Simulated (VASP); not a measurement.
# BN (zincblende type) (F-43m) in VASP: further runs

The runs below take BN (zincblende type) through single point, with LDA.

Program: VASP 6.6.1. These are calculated values, not measurements. Logs are shortened: lines on timing, memory, paths and dates and some standing lists are left out, and cuts for length are marked.

## 1. The cell of the first run

Symmetry: F-43m, No. 216, cubic system. The conventional cell has a = 3.209 Å, b = 3.209 Å, c = 3.209 Å, α = 90.00°, β = 90.00°, γ = 90.00°. Within 1.9 Å of B (site symmetry -43m) lie 4 N at 1.39 Å. Within 1.9 Å of N (site symmetry -43m) lie 4 B at 1.39 Å.

## 2. Single point, LDA (volume scaled by 0.72)

The input, INCAR:

```
PREC = Accurate
ENCUT = 600
EDIFF = 1E-6
ISMEAR = -1
SIGMA = 0.1
LREAL = False
LASPH = True
NELM = 120
ALGO = Normal
ISIF = 2
LWAVE = False
LCHARG = False
NBANDS = 11
GGA_COMPAT = False
```

The input, KPOINTS:

```
Automatic mesh
0
Gamma
  15 15 15
```

The input, POSCAR:

```
BN
1.0
    0.0000000000      1.6046188383      1.6046188383
    1.6046188383      0.0000000000      1.6046188383
    1.6046188383      1.6046188383      0.0000000000
B N
1 1
Direct
    0.0000000000      0.0000000000      0.0000000000
    0.2500000000      0.2500000000      0.2500000000
```

Potentials or basis: VASP PAW LDA potentials, release 64 (B, N).

On the command line:

```sh
$ cat potpaw_LDA.64/B/POTCAR potpaw_LDA.64/N/POTCAR > POTCAR
$ mpirun -np 1 vasp_std > vasp.out
```

OUTCAR:

```text
PREC = Accurate
   ENCUT = 600
   EDIFF = 1E-6
   ISMEAR = -1
   LREAL = False
   LASPH = True
   NELM = 120
   ISIF = 2

 ion  position               nearest neighbor table
   1  0.000  0.000  0.000-   2 1.39   2 1.39   2 1.39   2 1.39
   2  0.250  0.250  0.250-   1 1.39   1 1.39   1 1.39   1 1.39

  LATTYP: Found a face centered cubic cell.
 ALAT       =     3.2092376766

  Lattice vectors:

 A1 = (   0.0000000000,   1.6046188383,   1.6046188383)
 A2 = (   1.6046188383,   0.0000000000,   1.6046188383)
 A3 = (   1.6046188383,   1.6046188383,   0.0000000000)

Analysis of symmetry for initial positions (statically):
=====================================================================
 Subroutine PRICEL returns:
 Original cell was already a primitive cell.

 Routine SETGRP: Setting up the symmetry group for a
 face centered cubic supercell.

 Subroutine GETGRP returns: Found 24 space group operations
 (whereof 24 operations were pure point group operations)
 out of a pool of 48 trial point group operations.

The static configuration has the point symmetry T_d .

Analysis of symmetry for dynamics (positions and initial velocities):
=====================================================================
 Subroutine PRICEL returns:
 Original cell was already a primitive cell.

 Routine SETGRP: Setting up the symmetry group for a
 face centered cubic supercell.

 Subroutine GETGRP returns: Found 24 space group operations
 (whereof 24 operations were pure point group operations)
 out of a pool of 48 trial point group operations.

The dynamic configuration has the point symmetry T_d .

 Subroutine INISYM returns: Found 24 space group operations
 (whereof 24 operations are pure point group operations),
 and found     1 'primitive' translations

----------------------------------------------------------------------------------------

                                     Primitive cell

  volume of cell :       8.2632

  direct lattice vectors                    reciprocal lattice vectors
     0.000000000  1.604618838  1.604618838    -0.311600480  0.311600480  0.311600480
     1.604618838  0.000000000  1.604618838     0.311600480 -0.311600480  0.311600480
     1.604618838  1.604618838  0.000000000     0.311600480  0.311600480 -0.311600480

  length of vectors
     2.269273724  2.269273724  2.269273724     0.539707863  0.539707863  0.539707863

  position of ions in fractional coordinates (direct lattice)
     0.000000000  0.000000000  0.000000000
     0.250000000  0.250000000  0.250000000

  ion indices of the primitive-cell ions
   primitive index   ion index
                 1           1
                 2           2

----------------------------------------------------------------------------------------

 KPOINTS: Automatic mesh

Automatic generation of k-mesh.
 Grid dimensions read from file:
 generate k-points for:   15   15   15

 Generating k-lattice:

  Cartesian coordinates                     Fractional coordinates (reciprocal lattice)
    -0.020773365  0.020773365  0.020773365     0.066666667  0.000000000  0.000000000
     0.020773365 -0.020773365  0.020773365     0.000000000  0.066666667  0.000000000
     0.020773365  0.020773365 -0.020773365     0.000000000  0.000000000  0.066666667

  Length of vectors
     0.035980524  0.035980524  0.035980524

  Shift w.r.t. Gamma in fractional coordinates (k-lattice)
     0.000000000  0.000000000  0.000000000

 Subroutine IBZKPT returns following result:
 ===========================================

 Found    120 irreducible k-points:

 Following reciprocal coordinates:
            Coordinates               Weight
  0.000000  0.000000  0.000000      1.000000
  0.066667  0.000000  0.000000      8.000000
  0.133333  0.000000  0.000000      8.000000
  0.200000  0.000000  0.000000      8.000000
  0.266667  0.000000  0.000000      8.000000
  0.333333  0.000000  0.000000      8.000000
[... 16 lines left out ...]
  0.133333  0.133333  0.000000      6.000000
  0.200000  0.133333  0.000000     24.000000
 [... further k-points ...]
   k-points           NKPTS =    120   k-points in BZ     NKDIM =    120   number of bands    NBANDS=     11
   number of dos      NEDOS =    301   number of ions     NIONS =      2
   total plane-waves  NPLWV =   5832
   dimension x,y,z NGX =    18 NGY =   18 NGZ =   18
   dimension x,y,z NGXF=    36 NGYF=   36 NGZF=   36
   ions per type =               1   1
   NGX,Y,Z   is equivalent  to a cutoff of  13.19, 13.19, 13.19 a.u.
   NGXF,Y,Z  is equivalent  to a cutoff of  26.37, 26.37, 26.37 a.u.
 SYSTEM =  unknown system
   PREC   = accura    normal or accurate (medium, high low for compatibility)
   ISTART =      0    job   : 0-new  1-cont  2-samecut
   ICHARG =      2    charge: 1-file 2-atom 10-const
   ISPIN  =      1    spin polarized calculation?
   LNONCOLLINEAR =      F non collinear calculations
   LSORBIT =      F    spin-orbit coupling
   LASPH  =      T    aspherical Exc in radial PAW
   ENCUT  =  600.0 eV  44.10 Ry    6.64 a.u.   4.53  4.53  4.53*2*pi/ulx,y,z
   NELM   =    120;   NELMIN=  2; NELMDL= -5     # of ELM steps
   EDIFF  = 0.1E-05   stopping-criterion for ELM
   LREAL  =      F    real-space projection
   EDIFFG = 0.1E-04   stopping-criterion for IOM
   NSW    =      0    number of steps for IOM
   IBRION =     -1    ionic relax: 0-MD 1-quasi-New 2-CG
   NFREE  =      0    steps in history (QN), initial steepest desc. (CG)
   ISIF   =      2    stress and relaxation
   ISYM   =      2    0-nonsym 1-usesym 2-fastsym
   POTIM  = 0.5000    time-step for ionic-motion
   TEBEG  =    0.0;   TEEND  =   0.0 temperature during run
   PSTRESS=    0.0 pullay stress
   NELECT =       8.0000    total number of electrons
   NUPDOWN=      -1.0000    fix difference up-down
   EMIN   =  10.00;   EMAX   =-10.00  energy-range for DOS
   EFERMI =   0.00;   METHOD = LEGACY
   ISMEAR =    -1;   SIGMA  =   0.10  broadening in eV -4-tet -1-fermi 0-gaus
   EFERMI_NEDOS =   21; number of points for ismear=-14 and -15
   IALGO  =     38    algorithm
   IMIX   =      4    mixing-type and parameters
     AMIX     =   0.40;   BMIX     =  1.00
     AMIX_MAG =   1.60;   BMIX_MAG =  1.00
  volume/ion in A,a.u.               =       4.13        27.88
  Fermi-wavevector in a.u.,A,eV,Ry     =   1.619532  3.060472 35.686514  2.622885
  Thomas-Fermi vector in A             =   2.713618
   LORBIT       =      0    0 simple, 1 ext, 2 COOP (PROOUT), +10 PAW based schemes
   GGA     = CA    functional components
   LHFCALC =     F    Hartree Fock is set to
   AEXX    =    0.0000 exact exchange contribution
   IVDW    =     0    specifies the selected vdW correction
   LEPSILON=     F    determine dielectric tensor
   LRPA    =     F    only Hartree local field effects (RPA)
 non-spin polarized calculation
  energy-cutoff  :      600.00
  volume of cell :        8.26
 maximum number of plane-waves:       291
 NGX is ok and might be reduce to    18
   NGX =  9   NGY =  9   NGZ =  9

 number of electron       7.9999998 magnetization

 Free energy of the ion-electron system (eV)
  ---------------------------------------------------
  ext. energy  EPLUGINS =         0.00000000
  ---------------------------------------------------
  free energy    TOTEN  =       -17.52450191 eV

  energy without entropy =      -17.52450191  energy(sigma->0) =      -17.52450191

 E-fermi :  14.5418     XC(G=0): -14.9119

 val. band max:       12.5629130382   @ k =   0.0000   0.0000   0.0000
 cond. band min:      17.3469933660   @ k =   0.4667   0.4667   0.0000
 fundamental gap:      4.7840803278
 Fermi energy:        14.5418338988

 k-point     1 :       0.0000    0.0000    0.0000
  band No.  band energies     occupation
      1     -12.1449      2.00000
      2      12.5629      2.00000
      3      12.5629      2.00000
      4      12.5629      2.00000
      5      22.9392      0.00000
      6      22.9392      0.00000
      7      22.9392      0.00000
      8      29.4439      0.00000
      9      44.2897      0.00000
     10      45.1634      0.00000
     11      45.1634      0.00000

 k-point     2 :       0.0667    0.0000    0.0000
  band No.  band energies     occupation
      1     -12.0050      2.00000
      2      11.7770      2.00000
      3      12.3854      2.00000
      4      12.3854      2.00000
      5      23.2068      0.00000
      6      23.2068      0.00000
      7      23.3808      0.00000
      8      29.6962      0.00000
      9      42.6563      0.00000
     10      42.6563      0.00000
     11      42.9012      0.00000

 k-point     3 :       0.1333    0.0000    0.0000
  band No.  band energies     occupation
      1     -11.5867      2.00000
      2       9.8456      2.00000
      3      11.9314      2.00000
      4      11.9314      2.00000
      5      23.8712      0.00000
      6      23.8712      0.00000
      7      24.3353      0.00000
      8      30.3224      0.00000
      9      40.7073      0.00000
     10      40.7073      0.00000
     11      41.4838      0.00000

 k-point     4 :       0.2000    0.0000    0.0000
  band No.  band energies     occupation
      1     -10.8954      2.00000
      2       7.4024      2.00000
      3      11.3584      2.00000
      4      11.3584      2.00000
      5      24.6068      0.00000
      6      24.6068      0.00000
      7      25.3477      0.00000
      8      30.9621      0.00000
      9      39.7210      0.00000
     10      39.7210      0.00000
     11      40.7564      0.00000
[... 239 lines left out ...]
 k-point    22 :      -0.0667    0.0667    0.0000
  band No.  band energies     occupation
      1     -11.7723      2.00000
      2      10.9713      2.00000
      3      11.4754      2.00000
      4      12.4191      2.00000
      5      23.2717      0.00000
      6      23.7245      0.00000
      7      24.2037      0.00000
      8      30.0441      0.00000
      9      40.2162      0.00000
     10      40.7328      0.00000
     11      45.3728      0.00000

 k-point    23 :       0.1333    0.1333    0.0000
  band No.  band energies     occupation
      1     -11.4010      2.00000
      2      10.6976      2.00000
      3      10.6976      2.00000
      4      11.1226      2.00000
      5      22.2937      0.00000
      6      25.5043      0.00000
      7      25.5043      0.00000
      8      30.0055      0.00000
      9      36.0839      0.00000
     10      46.0509      0.00000
     11      46.1934      0.00000

 k-point    24 :       0.2000    0.1333    0.0000
  band No.  band energies     occupation
      1     -10.8937      2.00000
      2       8.9601      2.00000
      3       9.9872      2.00000
      4      10.9159      2.00000
      5      22.2883      0.00000
      6      26.5541      0.00000
      7      26.5637      0.00000
      8      29.6842      0.00000
      9      35.5354      0.00000
     10      45.0390      0.00000
     11      45.5437      0.00000

 [... further k-points ...]
[... 5 lines left out ...]
  --------------------------------------------------------------------------------------
  -------------------------------------------------------------------------------------
  Total       12.3608319     12.3608319     12.3608319     -0.0000000      0.0000000      0.0000000
  in kB     2396.6942221   2396.6942221   2396.6942221     -0.0000000      0.0000000      0.0000000
  external PRESSURE =    2396.6942221 kB  Pullay stress =       0.0000000 kB

 VOLUME and BASIS-vectors are now :
 -----------------------------------------------------------------------------
  energy-cutoff  :      600.00
  volume of cell :        8.26
      direct lattice vectors                 reciprocal lattice vectors
     0.000000000  1.604618838  1.604618838    -0.311600480  0.311600480  0.311600480
     1.604618838  0.000000000  1.604618838     0.311600480 -0.311600480  0.311600480
     1.604618838  1.604618838  0.000000000     0.311600480  0.311600480 -0.311600480

 POSITION                                       TOTAL-FORCE (eV/Angst)
 -----------------------------------------------------------------------------------
      0.00000      0.00000      0.00000         0.000000      0.000000      0.000000
      0.80231      0.80231      0.80231        -0.000000     -0.000000     -0.000000
 -----------------------------------------------------------------------------------
    total drift:                               -0.000000     -0.000000     -0.000001

  FREE ENERGIE OF THE ION-ELECTRON SYSTEM (eV)
  ---------------------------------------------------
  free  energy   TOTEN  =       -17.5245019068 eV

  energy  without entropy=      -17.5245019067  energy(sigma->0) =      -17.52450191
```

It took 16 s on 1 thread of AMD EPYC 9R45, shared host; peak memory 0.09 GiB.

Results:

```
Free energy            : -17.5245 eV
Pressure               : 239.7 GPa
Band gap on the k mesh : 4.78 eV, indirect (least direct gap 10.38 eV)
```

 A k mesh can miss the band edges.

## 3. Single point, LDA (volume scaled by 0.8)

The input, INCAR:

```
SYSTEM = BN
PREC = Accurate ; ENCUT = 600
EDIFF = 1E-6 ; ISMEAR = -1
SIGMA = 0.1 ; LREAL = .False.
LASPH = .True. ; NELM = 120
ALGO = Normal ; ISIF = 2
LWAVE = .False. ; LCHARG = .False.
NBANDS = 11 ; GGA_COMPAT = .False.
```

The input, KPOINTS:

```
Automatic mesh
0
Gamma
  15 15 15
  0 0 0
```

The input, POSCAR:

```
BN
1.0
    0.0000000000      1.6619746047      1.6619746047
    1.6619746047      0.0000000000      1.6619746047
    1.6619746047      1.6619746047      0.0000000000
B N
1 1
Direct
    0.0000000000      0.0000000000      0.0000000000
    0.2500000000      0.2500000000      0.2500000000
```

Potentials or basis: VASP PAW LDA potentials, release 64 (B, N).

On the command line:

```sh
$ cat potpaw_LDA.64/B/POTCAR potpaw_LDA.64/N/POTCAR > POTCAR
$ mpirun -np 1 vasp_std > vasp.out
```

Wall time 27 s (1 thread of AMD EPYC 9R45, shared host); peak memory 0.09 GiB.

The run converged. Its results:

```
Free energy            : -18.5833 eV
Pressure               : 135.6 GPa
Band gap on the k mesh : 4.68 eV, indirect (least direct gap 9.88 eV)
```

Levels at points of the mesh, in eV from the valence-band top:
```
           k point  band 1  band 2  band 3  band 4  band 5  band 6  band 7  band 8  band 9
(0.00, 0.00, 0.00)  -23.21    0.00    0.00    0.00    9.88    9.88    9.88   14.84   29.51
```

 A k mesh can miss the band edges.

## 4. Single point, LDA (volume scaled by 0.8)

The input, INCAR:

```
PREC = Accurate
ENCUT = 600
EDIFF = 1E-6
ISMEAR = -1
SIGMA = 0.1
LREAL = F
LASPH = T
NELM = 120
ALGO = Normal
ISIF = 2
LWAVE = F
LCHARG = F
NBANDS = 11
GGA_COMPAT = F
```

The input, KPOINTS:

```
regular mesh
0
Gamma
  15 15 15
```

POSCAR is that of step 3.

On the command line:

```sh
$ cat potpaw_LDA.64/B/POTCAR potpaw_LDA.64/N/POTCAR > POTCAR
$ mpirun -np 1 vasp_std > vasp.out
```

Run time: 17 s. Hardware: 1 thread of AMD EPYC 9R45, shared host; peak memory 0.09 GiB.

It converged, with:

* Free energy: -18.5833 eV
* Pressure: 135.6 GPa
* Band gap on the k mesh: 4.68 eV, indirect (least direct gap 9.88 eV)

Levels at points of the mesh, in eV from the valence-band top:
| k point | band 1 | band 2 | band 3 | band 4 | band 5 | band 6 | band 7 | band 8 | band 9 |
| --- | --- | --- | --- | --- | --- | --- | --- | --- | --- |
| (0.00, 0.00, 0.00) | -23.21 | 0.00 | 0.00 | 0.00 | 9.88 | 9.88 | 9.88 | 14.84 | 29.51 |

## 5. Single point, LDA (volume scaled by 0.88)

The input, INCAR:

```
ALGO     = Normal         # electronic algorithm
EDIFF    = 1E-6           # SCF threshold, eV
ENCUT    = 600            # plane-wave cutoff, eV
GGA      = CA             # functional
GGA_COMPAT= False        
ISIF     = 2              # what is computed and relaxed
ISMEAR   = -1             # smearing method
LASPH    = True           # aspherical terms in the spheres
LCHARG   = False          # write CHGCAR
LREAL    = False          # projectors in reciprocal space
LWAVE    = False          # write WAVECAR
NBANDS   = 11             # bands
NELM     = 120            # most SCF steps
PREC     = Accurate       # precision mode
SIGMA    = 0.1            # smearing width, eV
```

The input, KPOINTS:

```
k-points
0
Gamma
  15 15 15
```

The input, POSCAR:

```
BN
1.0
    0.0000000000      1.7156233368      1.7156233368
    1.7156233368      0.0000000000      1.7156233368
    1.7156233368      1.7156233368      0.0000000000
B N
1 1
Direct
    0.0000000000      0.0000000000      0.0000000000
    0.2500000000      0.2500000000      0.2500000000
```

On the command line:

```sh
$ cat potpaw_LDA.64/B/POTCAR potpaw_LDA.64/N/POTCAR > POTCAR
$ mpirun -np 1 vasp_std > vasp.out
```

It took 26 s on 1 thread of AMD EPYC 9R45, shared host; peak memory 0.09 GiB.

The run converged. Its results:

- Free energy: -19.1515 eV
- Pressure: 66.0 GPa
- Band gap on the k mesh: 4.58 eV, indirect (least direct gap 9.42 eV)

Levels at points of the mesh, in eV from the valence-band top:
```csv
k point,band 1,band 2,band 3,band 4,band 5,band 6,band 7,band 8
"(0.00, 0.00, 0.00)",-21.95,0.00,0.00,0.00,9.42,9.42,9.42,13.10
```

 A k mesh can miss the band edges.

## 6. Summary

| cell | gap on the mesh (eV) | pressure (GPa) |
| --- | --- | --- |
| a = 2.269 Å, angles 60.0°, 2 atoms | 4.78 | 239.7 |
| a = 2.350 Å, angles 60.0°, 2 atoms | 4.68 | 135.6 |
| a = 2.426 Å, angles 60.0°, 2 atoms | 4.58 | 66.0 |

Alike in all rows: task single point; level LDA; potentials or basis VASP PAW LDA potentials, release 64 (B, N); no spin polarisation; k mesh 15 × 15 × 15; cutoff (eV) 600; smearing fermi-dirac 0.1 eV.

Total energies depend on the potentials used, so only differences within one code and one set of settings carry meaning.
